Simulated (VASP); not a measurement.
# MgTe (F-43m) in VASP: G0W0 quasiparticle levels with PBE

Aim: the G0W0 quasiparticle levels of MgTe with PBE.

Program: VASP 6.6.1. These are calculated values, not measurements. Logs are shortened: lines on timing, memory, paths and dates and some standing lists are left out, and cuts for length are marked.

### Step 1. The cell of the first run

Symmetry: F-43m, No. 216, cubic system. Conventional cell: a = 6.466 Å, b = 6.466 Å, c = 6.466 Å, α = 90.00°, β = 90.00°, γ = 90.00°. Mg (site symmetry -43m) has 4 Te at 2.80 Å within 3.7 Å. Te (site symmetry -43m) has 4 Mg at 2.80 Å within 3.7 Å.

### Step 2. G0W0 quasiparticle levels, PBE

POSCAR

```
MgTe
1.0
    0.0000000000      3.2331115461      3.2331115461
    3.2331115461      0.0000000000      3.2331115461
    3.2331115461      3.2331115461      0.0000000000
Mg Te
1 1
Direct
    0.0000000000      0.0000000000      0.0000000000
    0.2500000000      0.2500000000      0.2500000000
```

INCAR.step1

```
  PREC = Accurate
  ENCUT = 500
  EDIFF = 1E-8
  ISMEAR = 0
  SIGMA = 0.01
  LREAL = F
  LASPH = T
  NELM = 100
  ALGO = Normal
  LWAVE = T
  LCHARG = F
  GGA = PE
```

INCAR.step2

```
  PREC = Accurate
  ENCUT = 500
  EDIFF = 1E-8
  ISMEAR = 0
  SIGMA = 0.01
  LREAL = F
  LASPH = T
  NELM = 1
  ALGO = Exact
  LWAVE = T
  LCHARG = F
  GGA = PE
  NBANDS = 64
  LOPTICS = T
  ISTART = 1
```

INCAR.step3

```
  PREC = Accurate
  ENCUT = 500
  EDIFF = 1E-8
  ISMEAR = 0
  SIGMA = 0.01
  LREAL = F
  LASPH = T
  ALGO = EVGW0
  LWAVE = F
  LCHARG = F
  GGA = PE
  NELMGW = 1
  NBANDS = 64
  ENCUTGW = 80.0
  NOMEGA = 48
  PRECFOCK = Fast
  ISTART = 1
  NBANDSGW = 12
```

KPOINTS

```
regular mesh
0
Gamma
  2 2 2
```

Potentials or basis: VASP PAW PBE potentials, release 64 (Mg_GW, Te_GW).

Command:

```console
$ cat potpaw_PBE.64/Mg_GW/POTCAR potpaw_PBE.64/Te_GW/POTCAR > POTCAR
$ cp INCAR.step1 INCAR
$ mpirun -np 1 vasp_std > vasp.out
$ cp INCAR.step2 INCAR
$ mpirun -np 1 vasp_std > vasp.out
$ cp INCAR.step3 INCAR
$ mpirun -np 1 vasp_std > vasp.out
```

OUTCAR:

```text
PREC = Accurate
   ENCUT = 500
   EDIFF = 1E-8
   ISMEAR = 0
   LREAL = F
   LASPH = T
   GGA = PE
   NELMGW = 1
   ENCUTGW = 80.0
   PRECFOCK = Fast
   ISTART = 1

 ion  position               nearest neighbor table
   1  0.000  0.000  0.000-   2 2.80   2 2.80   2 2.80   2 2.80
   2  0.250  0.250  0.250-   1 2.80   1 2.80   1 2.80   1 2.80

  LATTYP: Found a face centered cubic cell.
 ALAT       =     6.4662230922

  Lattice vectors:

 A1 = (   0.0000000000,   3.2331115461,   3.2331115461)
 A2 = (   3.2331115461,   0.0000000000,   3.2331115461)
 A3 = (   3.2331115461,   3.2331115461,   0.0000000000)

Analysis of symmetry for initial positions (statically):
=====================================================================
 Subroutine PRICEL returns:
 Original cell was already a primitive cell.

 Routine SETGRP: Setting up the symmetry group for a
 face centered cubic supercell.

 Subroutine GETGRP returns: Found 24 space group operations
 (whereof 24 operations were pure point group operations)
 out of a pool of 48 trial point group operations.

The static configuration has the point symmetry T_d .

Analysis of symmetry for dynamics (positions and initial velocities):
=====================================================================
 Subroutine PRICEL returns:
 Original cell was already a primitive cell.

 Routine SETGRP: Setting up the symmetry group for a
 face centered cubic supercell.

 Subroutine GETGRP returns: Found 24 space group operations
 (whereof 24 operations were pure point group operations)
 out of a pool of 48 trial point group operations.

The dynamic configuration has the point symmetry T_d .

 Subroutine INISYM returns: Found 24 space group operations
 (whereof 24 operations are pure point group operations),
 and found     1 'primitive' translations

----------------------------------------------------------------------------------------

                                     Primitive cell
[... 67 lines left out ...]
   ENCUT  =  500.0 eV  36.75 Ry    6.06 a.u.   8.34  8.34  8.34*2*pi/ulx,y,z
   NELM   =     60;   NELMIN=  2; NELMDL=  0     # of ELM steps
   EDIFF  = 0.1E-07   stopping-criterion for ELM
   LREAL  =      F    real-space projection
   EDIFFG = 0.1E-06   stopping-criterion for IOM
   NSW    =      0    number of steps for IOM
   IBRION =     -1    ionic relax: 0-MD 1-quasi-New 2-CG
   NFREE  =      0    steps in history (QN), initial steepest desc. (CG)
   ISIF   =      0    stress and relaxation
   ISYM   =      3    0-nonsym 1-usesym 2-fastsym
   POTIM  = 0.5000    time-step for ionic-motion
   TEBEG  =    0.0;   TEEND  =   0.0 temperature during run
   PSTRESS=    0.0 pullay stress
   NELECT =       8.0000    total number of electrons
   NUPDOWN=      -1.0000    fix difference up-down
   EMIN   =  10.00;   EMAX   =-10.00  energy-range for DOS
   EFERMI =   0.00;   METHOD = LEGACY
   ISMEAR =     0;   SIGMA  =   0.01  broadening in eV -4-tet -1-fermi 0-gaus
   EFERMI_NEDOS =   21; number of points for ismear=-14 and -15
   IALGO  =     38    algorithm
   IMIX   =      4    mixing-type and parameters
     AMIX     =   0.40;   BMIX     =  1.00
     AMIX_MAG =   1.60;   BMIX_MAG =  1.00
  volume/ion in A,a.u.               =      33.80       228.06
  Fermi-wavevector in a.u.,A,eV,Ry     =   0.803787  1.518937  8.790357  0.646073
  Thomas-Fermi vector in A             =   1.911720
   LORBIT       =      0    0 simple, 1 ext, 2 COOP (PROOUT), +10 PAW based schemes
   GGA     = PE    functional components
   LHFCALC =     T    Hartree Fock is set to
   PRECFOCK=fast      Normal, Fast or Accurate (Low or Medium for compatibility)
   ENCUT4O =  -1.0   cutoff for four orbital integrals eV
   NKREDX  =     1    reduce k-point grid by
   NKREDY  =     1    reduce k-point grid by
   NKREDZ  =     1    reduce k-point grid by
   AEXX    =    1.0000 exact exchange contribution
   HFSCREEN=    0.0000 screening length (either q_TF or 0.3 A-1)
   HFSCREENC=   0.0000 screening length for correlation (either q_TF or 0.3 A-1)
   ENCUTFOCK=  -1.0 apply spherical cutoff to Coloumb kernel
   IVDW    =     0    specifies the selected vdW correction
   LEPSILON=     F    determine dielectric tensor
   LRPA    =     F    only Hartree local field effects (RPA)
   LRPAFORCE           =     F    calculate RPA forces
   ENCUTGW             =  80.0    cutoff for response function in eV
   ENCUTGWSOFT         =  64.0    soft cutoff for Coulomb kernel in GW response function in eV
   ENCUTLF             =  -1.0    cutoff for local field effects
   NELMGW              =     1    number of iterations in solving QP/BSE equation
   NELMHF              =     1    number of iterations in the inner HF iteration
   NKREDLFX            =     1    NKREDLFY  =   1   NKREDLFZ  =   1
 non-spin polarized calculation
 Gauss-broadening in eV      SIGMA  =   0.01
  energy-cutoff  :      500.00
  volume of cell :       67.59
 maximum number of plane-waves:      1724
 NGX is ok and might be reduce to    36
  NGX = 18; NGY = 18; NGZ = 18
   NGX = 17   NGY = 17   NGZ = 17
 maximum number of plane-waves:       116
 NGX is ok and might be reduce to    14

 QP shifts <psi_nk| G(iteration)W_0 |psi_nk>: iteration 1
 for sc-GW calculations column KS-energies equals QP-energies in previous step
 and V_xc(KS)=  KS-energies - (<T + V_ion + V_H > + <T+V_H+V_ion>^1  + <V_x>^1)

 k-point   1 :       0.0000    0.0000    0.0000
  band No.  KS-energies  QP-energies   sigma(KS)   V_xc(KS)     V^pw_x(r,r')   Z            occupation Imag(sigma)

      1      -8.0201      -8.4295     -11.3561     -10.7169     -17.0767       0.6405       2.0000       0.9362
      2       2.1073       1.5343     -11.2739     -10.5170     -13.4770       0.7570       2.0000       0.0708
      3       2.1073       1.5343     -11.2739     -10.5170     -13.4770       0.7570       2.0000       0.0708
      4       2.1073       1.5343     -11.2739     -10.5170     -13.4770       0.7570       2.0000       0.0708
      5       4.4492       4.9214      -7.0158      -7.6163      -3.1731       0.7863       0.0000      -0.1131
      6       7.4054       7.7609      -7.1445      -7.6155      -3.0952       0.7548       0.0000      -0.1060
      7       7.4054       7.7609      -7.1445      -7.6155      -3.0952       0.7548       0.0000      -0.1060
      8       7.4054       7.7609      -7.1445      -7.6155      -3.0952       0.7548       0.0000      -0.1060
      9      10.5880      11.0131      -7.3137      -7.8779      -3.0167       0.7535       0.0000      -0.1415
     10      10.5880      11.0131      -7.3137      -7.8779      -3.0167       0.7535       0.0000      -0.1415
     11      10.7087      10.6859      -6.3245      -6.2929      -1.4889       0.7232       0.0000      -0.2745
     12      12.3345      12.2570      -6.3403      -6.2446      -1.4649       0.8099       0.0000      -0.4956
[... 20 lines left out ...]
      1      -7.1990      -7.7440     -12.0795     -11.3536     -17.3351       0.7508       2.0000       0.9236
      2      -1.0154      -1.8453     -10.0042      -8.8961     -12.3819       0.7489       2.0000       0.1217
      3       0.8933       0.1699     -10.6838      -9.7321     -12.8966       0.7601       2.0000       0.0824
      4       0.8933       0.1699     -10.6838      -9.7321     -12.8966       0.7601       2.0000       0.0824
      5       4.8382       4.8301      -6.2542      -6.2438      -2.5032       0.7803       0.0000      -0.0937
      6       5.5068       5.7686      -6.9349      -7.2833      -3.1642       0.7517       0.0000      -0.0811
      7      11.6079      11.9026      -7.4789      -7.8662      -2.5234       0.7610       0.0000      -0.4410
      8      11.6079      11.9026      -7.4789      -7.8662      -2.5234       0.7610       0.0000      -0.4410
      9      11.9507      12.3065      -8.0392      -8.4834      -3.3666       0.8011       0.0000      -0.4470
     10      13.4038      14.0345      -7.9672      -8.8131      -3.3598       0.7457       0.0000      -0.2259
     11      13.4038      14.0345      -7.9672      -8.8131      -3.3598       0.7457       0.0000      -0.2259
     12      13.8292      14.1899      -7.0057      -7.4795      -1.8174       0.7614       0.0000      -0.5748
```

OUTCAR.step2:

```text
PREC = Accurate
   ENCUT = 500
   EDIFF = 1E-8
   ISMEAR = 0
   LREAL = F
[... 589 lines left out ...]
     0.00000    15.81361    15.81361    15.81361     0.00000    -0.00000    -0.00000
     0.71187    16.59090    16.59090    16.59090     0.00000    -0.00000    -0.00000
     1.42374    19.87855    19.87855    19.87855     0.00000    -0.00000    -0.00000
     2.13561    36.93330    36.93330    36.93330     0.00000    -0.00000    -0.00000
     2.84748    12.87689    12.87689    12.87689     0.00000    -0.00000    -0.00000
     3.55936   -18.32230   -18.32230   -18.32230     0.00000     0.00000    -0.00000
[... 92 lines left out ...]
    69.76338     0.94518     0.94518     0.94518    -0.00000     0.00000    -0.00000
    70.47525     0.94631     0.94631     0.94631    -0.00000     0.00000    -0.00000
```

It took 37 s on 1 thread of Intel Xeon Platinum 8488C (Sapphire Rapids), shared host; peak memory 0.47 GiB.

What came out:

```
Quasiparticle gap                                   : 3.30 eV
Least direct quasiparticle gap                      : 3.39 eV
Band gap of the starting levels on the mesh         : 2.34 eV
Least direct gap of the starting levels on the mesh : 2.34 eV
```

Caveat: the k points lie up to 0.84 Å⁻¹ apart; bands, screening cutoff and mesh are small and nothing is extrapolated, so the quasiparticle values aren't converged; spin-orbit coupling is left out, which moves the levels of the heavy elements.
